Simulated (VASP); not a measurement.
# Si2Ni (a.f) (Fm-3m) in VASP: a series of runs

Si2Ni (a.f) is run at these levels: PBEsol; tasks: single point, relaxation of cell and atoms.

Program: VASP 6.6.1. These are calculated values, not measurements. Logs are shortened: lines on timing, memory, paths and dates and some standing lists are left out, and cuts for length are marked.

## Step 1: The cell of the first run

Symmetry: Fm-3m, No. 225, cubic system. Conventional cell: a = 5.390 Å, b = 5.390 Å, c = 5.390 Å, α = 90.00°, β = 90.00°, γ = 90.00°. Within 3.1 Å of Ni (site symmetry m-3m) lie 8 Si at 2.33 Å. Si (site symmetry -43m) has 4 Ni at 2.33 Å and 6 Si at 2.69 to 2.70 Å within 3.1 Å.

## Step 2: Single point, PBEsol

INCAR reads:

```
SYSTEM = Si2Ni
PREC = Accurate
ENCUT = 600
EDIFF = 1E-6
ISMEAR = 0
SIGMA = 0.1
LREAL = .FALSE.
LASPH = .TRUE.
NELM = 120
ALGO = Normal
ISIF = 2
LWAVE = .FALSE.
LCHARG = .FALSE.
GGA = PS
NBANDS = 16
GGA_COMPAT = .FALSE.
```

KPOINTS reads:

```
Automatic mesh
0
G
  6 6 6
  0 0 0
```

POSCAR reads:

```
Si2Ni
1.0
    0.0000000000      2.6950000000      2.6950000000
    2.6950000000      0.0000000000      2.6950000000
    2.6950000000      2.6950000000      0.0000000000
Ni Si
1 2
Direct
    0.0000000000      0.0000000000      0.0000000000
    0.2500000000      0.2500000000      0.2500000000
    0.7500000000      0.7500000000      0.7500000000
```

Potentials or basis: VASP PAW PBE potentials, release 64 (Ni, Si).

Started as:

```bash
$ cat potpaw_PBE.64/Ni/POTCAR potpaw_PBE.64/Si/POTCAR > POTCAR
$ mpirun -np 1 vasp_std > vasp.out
```

OUTCAR:

```text
SYSTEM = Si2Ni
   PREC = Accurate
   ENCUT = 600
   EDIFF = 1E-6
   ISMEAR = 0
   LREAL = .FALSE.
   LASPH = .TRUE.
   NELM = 120
   ISIF = 2
   GGA = PS

 ion  position               nearest neighbor table
   1  0.000  0.000  0.000-   3 2.33   3 2.33   3 2.33   2 2.33   2 2.33   2 2.33   3 2.33   2 2.33

   2  0.250  0.250  0.250-   1 2.33   1 2.33   1 2.33   1 2.33   3 2.69   3 2.69   3 2.69   3 2.69
                             3 2.69   3 2.69
   3  0.750  0.750  0.750-   1 2.33   1 2.33   1 2.33   1 2.33   2 2.69   2 2.69   2 2.69   2 2.69
                             2 2.69   2 2.69

  LATTYP: Found a face centered cubic cell.
 ALAT       =     5.3900000000

  Lattice vectors:

 A1 = (   0.0000000000,   2.6950000000,   2.6950000000)
 A2 = (   2.6950000000,   0.0000000000,   2.6950000000)
 A3 = (   2.6950000000,   2.6950000000,   0.0000000000)

Analysis of symmetry for initial positions (statically):
=====================================================================
 Subroutine PRICEL returns:
 Original cell was already a primitive cell.

 Routine SETGRP: Setting up the symmetry group for a
 face centered cubic supercell.

 Subroutine GETGRP returns: Found 48 space group operations
 (whereof 48 operations were pure point group operations)
 out of a pool of 48 trial point group operations.

The static configuration has the point symmetry O_h .

Analysis of symmetry for dynamics (positions and initial velocities):
=====================================================================
 Subroutine PRICEL returns:
 Original cell was already a primitive cell.

 Routine SETGRP: Setting up the symmetry group for a
 face centered cubic supercell.

 Subroutine GETGRP returns: Found 48 space group operations
 (whereof 48 operations were pure point group operations)
 out of a pool of 48 trial point group operations.

The dynamic configuration has the point symmetry O_h .

 Subroutine INISYM returns: Found 48 space group operations
 (whereof 48 operations are pure point group operations),
 and found     1 'primitive' translations

----------------------------------------------------------------------------------------

                                     Primitive cell

  volume of cell :      39.1477

  direct lattice vectors                    reciprocal lattice vectors
     0.000000000  2.695000000  2.695000000    -0.185528757  0.185528757  0.185528757
     2.695000000  0.000000000  2.695000000     0.185528757 -0.185528757  0.185528757
     2.695000000  2.695000000  0.000000000     0.185528757  0.185528757 -0.185528757

  length of vectors
     3.811305551  3.811305551  3.811305551     0.321345233  0.321345233  0.321345233

  position of ions in fractional coordinates (direct lattice)
     0.000000000  0.000000000  0.000000000
     0.250000000  0.250000000  0.250000000
     0.750000000  0.750000000  0.750000000

  ion indices of the primitive-cell ions
   primitive index   ion index
                 1           1
                 2           2
                 3           3

----------------------------------------------------------------------------------------

 KPOINTS: Automatic mesh

Automatic generation of k-mesh.
 Grid dimensions read from file:
 generate k-points for:    6    6    6

 Generating k-lattice:

  Cartesian coordinates                     Fractional coordinates (reciprocal lattice)
    -0.030921459  0.030921459  0.030921459     0.166666667  0.000000000  0.000000000
     0.030921459 -0.030921459  0.030921459     0.000000000  0.166666667  0.000000000
     0.030921459  0.030921459 -0.030921459     0.000000000  0.000000000  0.166666667

  Length of vectors
     0.053557539  0.053557539  0.053557539

  Shift w.r.t. Gamma in fractional coordinates (k-lattice)
     0.000000000  0.000000000  0.000000000

 Subroutine IBZKPT returns following result:
 ===========================================

 Found     16 irreducible k-points:

 Following reciprocal coordinates:
            Coordinates               Weight
  0.000000  0.000000  0.000000      1.000000
  0.166667  0.000000  0.000000      8.000000
  0.333333  0.000000  0.000000      8.000000
  0.500000  0.000000  0.000000      4.000000
  0.166667  0.166667  0.000000      6.000000
  0.333333  0.166667  0.000000     24.000000
[... 8 lines left out ...]
 -0.333333  0.333333  0.166667     24.000000
 -0.333333  0.500000  0.166667     12.000000
   k-points           NKPTS =     16   k-points in BZ     NKDIM =     16   number of bands    NBANDS=     16
   number of dos      NEDOS =    301   number of ions     NIONS =      3
   total plane-waves  NPLWV =  27000
   dimension x,y,z NGX =    30 NGY =   30 NGZ =   30
   dimension x,y,z NGXF=    60 NGYF=   60 NGZF=   60
   ions per type =               1   2
   NGX,Y,Z   is equivalent  to a cutoff of  13.09, 13.09, 13.09 a.u.
   NGXF,Y,Z  is equivalent  to a cutoff of  26.17, 26.17, 26.17 a.u.
 SYSTEM =  Si2Ni
   PREC   = accura    normal or accurate (medium, high low for compatibility)
   ISTART =      0    job   : 0-new  1-cont  2-samecut
   ICHARG =      2    charge: 1-file 2-atom 10-const
   ISPIN  =      1    spin polarized calculation?
   LNONCOLLINEAR =      F non collinear calculations
   LSORBIT =      F    spin-orbit coupling
   LASPH  =      T    aspherical Exc in radial PAW
   ENCUT  =  600.0 eV  44.10 Ry    6.64 a.u.   7.61  7.61  7.61*2*pi/ulx,y,z
   NELM   =    120;   NELMIN=  2; NELMDL= -5     # of ELM steps
   EDIFF  = 0.1E-05   stopping-criterion for ELM
   LREAL  =      F    real-space projection
   EDIFFG = 0.1E-04   stopping-criterion for IOM
   NSW    =      0    number of steps for IOM
   IBRION =     -1    ionic relax: 0-MD 1-quasi-New 2-CG
   NFREE  =      0    steps in history (QN), initial steepest desc. (CG)
   ISIF   =      2    stress and relaxation
   ISYM   =      2    0-nonsym 1-usesym 2-fastsym
   POTIM  = 0.5000    time-step for ionic-motion
   TEBEG  =    0.0;   TEEND  =   0.0 temperature during run
   PSTRESS=    0.0 pullay stress
   NELECT =      18.0000    total number of electrons
   NUPDOWN=      -1.0000    fix difference up-down
   EMIN   =  10.00;   EMAX   =-10.00  energy-range for DOS
   EFERMI =   0.00;   METHOD = LEGACY
   ISMEAR =     0;   SIGMA  =   0.10  broadening in eV -4-tet -1-fermi 0-gaus
   EFERMI_NEDOS =   21; number of points for ismear=-14 and -15
   IALGO  =     38    algorithm
   IMIX   =      4    mixing-type and parameters
     AMIX     =   0.40;   BMIX     =  1.00
     AMIX_MAG =   1.60;   BMIX_MAG =  1.00
  volume/ion in A,a.u.               =      13.05        88.06
  Fermi-wavevector in a.u.,A,eV,Ry     =   1.263563  2.387788 21.722945  1.596591
  Thomas-Fermi vector in A             =   2.396913
   LORBIT       =      0    0 simple, 1 ext, 2 COOP (PROOUT), +10 PAW based schemes
   GGA     = PS    functional components
   LHFCALC =     F    Hartree Fock is set to
   AEXX    =    0.0000 exact exchange contribution
   IVDW    =     0    specifies the selected vdW correction
   LEPSILON=     F    determine dielectric tensor
   LRPA    =     F    only Hartree local field effects (RPA)
 non-spin polarized calculation
 Gauss-broadening in eV      SIGMA  =   0.10
  energy-cutoff  :      600.00
  volume of cell :       39.15
 maximum number of plane-waves:      1316
   NGX = 15   NGY = 15   NGZ = 15

 number of electron      17.9999991 magnetization

 Free energy of the ion-electron system (eV)
  ---------------------------------------------------
  ext. energy  EPLUGINS =         0.00000000
  ---------------------------------------------------
  free energy    TOTEN  =       -18.98009872 eV

  energy without entropy =      -18.97334143  energy(sigma->0) =      -18.97672008

 E-fermi :  10.5543     XC(G=0): -11.7389

 val. band max:       10.5371027187   @ k =   0.1667   0.1667   0.0000
 cond. band min:      10.8450697076   @ k =   0.3333   0.1667   0.0000
 fundamental gap:      0.3079669889
 Fermi energy:        10.5542500661

 k-point     1 :       0.0000    0.0000    0.0000
  band No.  band energies     occupation
      1      -3.4451      2.00000
      2       5.2324      2.00000
      3       5.2324      2.00000
      4       5.2324      2.00000
      5       6.9424      2.00000
      6       6.9424      2.00000
[... 8 lines left out ...]
     15      15.2222      0.00000
     16      15.2222      0.00000

 k-point     2 :       0.1667    0.0000    0.0000
  band No.  band energies     occupation
      1      -3.0315      2.00000
      2       4.4421      2.00000
      3       5.3559      2.00000
      4       5.3559      2.00000
      5       6.8798      2.00000
      6       6.8798      2.00000
[... 8 lines left out ...]
     15      14.8995      0.00000
     16      15.4434      0.00000

 k-point     3 :       0.3333    0.0000    0.0000
  band No.  band energies     occupation
      1      -1.8224      2.00000
      2       2.4582      2.00000
      3       5.5798      2.00000
      4       5.5798      2.00000
      5       6.9179      2.00000
      6       6.9179      2.00000
[... 8 lines left out ...]
     15      17.2548      0.00000
     16      17.9498      0.00000

 k-point     4 :       0.5000    0.0000    0.0000
  band No.  band energies     occupation
      1      -0.1810      2.00000
      2       0.4109      2.00000
      3       5.6530      2.00000
      4       5.6530      2.00000
      5       6.7307      2.00000
      6       7.1278      2.00000
[... 8 lines left out ...]
     15      19.7051      0.00000
     16      20.5035      0.00000
[... 172 lines left out ...]
 k-point    14 :       0.5000    0.3333    0.1667
  band No.  band energies     occupation
      1      -0.7824      2.00000
      2       2.5897      2.00000
      3       4.6044      2.00000
      4       5.2147      2.00000
      5       6.0662      2.00000
      6       6.7875      2.00000
[... 8 lines left out ...]
     15      19.0958      0.00000
     16      19.7827      0.00000

 k-point    15 :      -0.3333    0.3333    0.1667
  band No.  band energies     occupation
      1       0.8363      2.00000
      2       1.1300      2.00000
      3       4.3108      2.00000
      4       4.4452      2.00000
      5       6.3285      2.00000
      6       6.8126      2.00000
[... 8 lines left out ...]
     15      17.8578      0.00000
     16      21.6027      0.00000

 k-point    16 :      -0.3333    0.5000    0.1667
  band No.  band energies     occupation
      1       1.0318      2.00000
      2       2.1870      2.00000
      3       2.8705      2.00000
      4       4.3666      2.00000
      5       6.5044      2.00000
      6       6.8113      2.00000
[... 8 lines left out ...]
     15      20.0737      0.00000
     16      21.3381      0.00000

------------------------ aborting loop because EDIFF is reached ----------------------------------------

  FORCE on cell =-STRESS in cart. coord.  units (eV):
  Direction    XX          YY          ZZ          XY          YZ          ZX
  --------------------------------------------------------------------------------------
  -------------------------------------------------------------------------------------
  Total        0.1647996      0.1647996      0.1647996     -0.0000000      0.0000000     -0.0000000
  in kB        6.7446670      6.7446670      6.7446670     -0.0000000      0.0000000     -0.0000000
  external PRESSURE =       6.7446670 kB  Pullay stress =       0.0000000 kB

 VOLUME and BASIS-vectors are now :
 -----------------------------------------------------------------------------
  energy-cutoff  :      600.00
  volume of cell :       39.15
      direct lattice vectors                 reciprocal lattice vectors
     0.000000000  2.695000000  2.695000000    -0.185528757  0.185528757  0.185528757
     2.695000000  0.000000000  2.695000000     0.185528757 -0.185528757  0.185528757
     2.695000000  2.695000000  0.000000000     0.185528757  0.185528757 -0.185528757

 POSITION                                       TOTAL-FORCE (eV/Angst)
 -----------------------------------------------------------------------------------
      0.00000      0.00000      0.00000         0.000000      0.000000      0.000000
      1.34750      1.34750      1.34750         0.000000      0.000000      0.000000
      4.04250      4.04250      4.04250        -0.000000     -0.000000     -0.000000
 -----------------------------------------------------------------------------------
    total drift:                                0.000000     -0.000000     -0.000000

  FREE ENERGIE OF THE ION-ELECTRON SYSTEM (eV)
  ---------------------------------------------------
  free  energy   TOTEN  =       -18.9800987180 eV

  energy  without entropy=      -18.9733414337  energy(sigma->0) =      -18.97672008
```

Wall time 21 s (1 thread of Intel Xeon 8259CL, shared host); peak memory 0.17 GiB.

What came out:

```yaml
Free_energy: -18.9801 eV
Pressure: 0.7 GPa
Band_gap_on_the_k_mesh: zero (band 9 reaches 12.23 eV, above the bottom of band 10 at 10.11 eV)
```

Caveat: the PAW data sets were made with another functional, which shifts forces and pressure a little.

## Step 3: Single point, PBEsol

INCAR reads:

```
PREC = Accurate
ENCUT = 600
EDIFF = 1E-6
ISMEAR = 0
SIGMA = 0.1
LREAL = False
LASPH = True
NELM = 120
ALGO = Normal
ISIF = 2
LWAVE = False
LCHARG = False
GGA = PS
NBANDS = 16
GGA_COMPAT = False
```

KPOINTS reads:

```
Automatic mesh
0
Gamma
  14 14 14
```

POSCAR reads:

```
Si2Ni
1.0
    0.0000000000      2.6956064601      2.6956064601
    2.6956064601      0.0000000000      2.6956064601
    2.6956064601      2.6956064601      0.0000000000
Ni Si
1 2
Direct
    0.0000000000      0.0000000000      0.0000000000
    0.2500000000      0.2500000000      0.2500000000
    0.7500000000      0.7500000000      0.7500000000
```

Potentials or basis: VASP PAW PBE potentials, release 64 (Ni, Si).

Started as:

```bash
$ cat potpaw_PBE.64/Ni/POTCAR potpaw_PBE.64/Si/POTCAR > POTCAR
$ mpirun -np 1 vasp_std > vasp.out
```

It took 2 min on 1 thread of Intel Xeon 8259CL, shared host; peak memory 0.22 GiB.

Results (log left out):

```
Free energy            : -18.9836 eV
Pressure               : 0.1 GPa
Band gap on the k mesh : zero (band 9 reaches 12.21 eV, above the bottom of band 10 at 10.08 eV)
```

Levels at points of the mesh, in eV from the Fermi level:
| k point | band 5 | band 6 | band 7 | band 8 | band 9 | band 10 | band 11 | band 12 | band 13 | band 14 |
| --- | --- | --- | --- | --- | --- | --- | --- | --- | --- | --- |
| (0.00, 0.00, 0.00) | -3.61 | -3.61 | -0.25 | 1.68 | 1.68 | 1.68 | 2.19 | 2.19 | 2.19 | 4.68 |
| (0.50, 0.00, 0.00) | -3.82 | -3.42 | -3.42 | -1.51 | -1.51 | 1.71 | 1.77 | 1.77 | 2.61 | 9.16 |
| (0.50, 0.50, 0.00) | -4.61 | -3.71 | -3.71 | -3.54 | -3.20 | -0.45 | 1.28 | 7.71 | 8.33 | 8.33 |

Caveat: the PAW data sets were made with another functional, which shifts forces and pressure a little. Spin polarisation is off, so any magnetic state and its effect on volume and gap are missing.

## Step 4: Relaxation of cell and atoms, PBEsol

INCAR reads:

```
  PREC = Accurate
  ENCUT = 600
  EDIFF = 1E-7
  ISMEAR = 0
  SIGMA = 0.1
  LREAL = False
  LASPH = True
  NELM = 120
  ALGO = Normal
  ISIF = 3
  LWAVE = False
  LCHARG = False
  GGA = PS
  IBRION = 2
  NSW = 100
  EDIFFG = -0.002
  GGA_COMPAT = False
  NELMIN = 4
```

KPOINTS is that of step 3.

POSCAR reads:

```
Si2Ni
1.0
    0.0000000000      2.6950000000      2.6950000000
    2.6950000000      0.0000000000      2.6950000000
    2.6950000000      2.6950000000      0.0000000000
Ni Si
1 2
Direct
    0.0000000000      0.0000000000      0.0000000000
    0.2500000000      0.2500000000      0.2500000000
    0.7500000000      0.7500000000      0.7500000000
```

Started as:

```bash
$ cat potpaw_PBE.64/Ni/POTCAR potpaw_PBE.64/Si/POTCAR > POTCAR
$ mpirun -np 1 vasp_std > vasp.out
```

Run time: 3.7 min. Hardware: 1 thread of Intel Xeon 8259CL, shared host; peak memory 0.22 GiB.

The run converged. Its results:

| Item | Value |
| --- | --- |
| Free energy | -18.9836 eV |
| Relaxed volume | 13.07 Å³/atom |
| Relaxed cell | a = 3.813 Å, b = 3.813 Å, c = 3.813 Å, α = 60.00°, β = 60.00°, γ = 60.00° |
| Space group after relaxing (to 0.05 Å) | Fm-3m (No. 225) |
| Energy gained by relaxing | 0.0 meV/atom |
| Ionic steps | 3 |
| Pressure after relaxing | 0.0 GPa |
| Band gap on the k mesh | zero (band 9 reaches 12.20 eV, above the bottom of band 10 at 10.07 eV) |

Final structure:
```
Ni Si
1.0
     0.00000    2.69633    2.69633
     2.69633    0.00000    2.69633
     2.69633    2.69633    0.00000
Ni Si
1 2
Direct
  0.00000 0.00000 0.00000
  0.25000 0.25000 0.25000
  0.75000 0.75000 0.75000
```

Levels at points of the mesh, in eV from the Fermi level:
| k point | band 5 | band 6 | band 7 | band 8 | band 9 | band 10 | band 11 | band 12 | band 13 |
| --- | --- | --- | --- | --- | --- | --- | --- | --- | --- |
| (0.00, 0.00, 0.00) | -3.60 | -3.60 | -0.26 | 1.68 | 1.68 | 1.68 | 2.20 | 2.20 | 2.20 |
| (0.50, 0.00, 0.00) | -3.82 | -3.42 | -3.42 | -1.51 | -1.51 | 1.71 | 1.77 | 1.77 | 2.61 |
| (0.50, 0.50, 0.00) | -4.61 | -3.70 | -3.70 | -3.53 | -3.19 | -0.45 | 1.29 | 7.71 | 8.33 |

Caveat: the PAW data sets were made with another functional, which shifts forces and pressure a little. Spin polarisation is off, so any magnetic state and its effect on volume and gap are missing.

## Step 5: Summary

```csv
task,cell,k mesh,gap on the mesh (eV),pressure (GPa)
single point,"a = 3.811 Å, angles 60.0°, 3 atoms",6 × 6 × 6,none,0.7
single point,"a = 3.812 Å, angles 60.0°, 3 atoms",14 × 14 × 14,none,0.1
relaxation of cell and atoms,"relaxed from a = 3.811 Å, angles 60.0°, 3 atoms",14 × 14 × 14,none,0.0
```

Alike in all rows: level PBEsol; potentials or basis VASP PAW PBE potentials, release 64 (Ni, Si); no spin polarisation; cutoff (eV) 600; smearing gaussian 0.1 eV.

Caveats: the PAW data sets were made with another functional, which shifts forces and pressure a little.

Absolute energies hang on the potentials; compare differences alone.
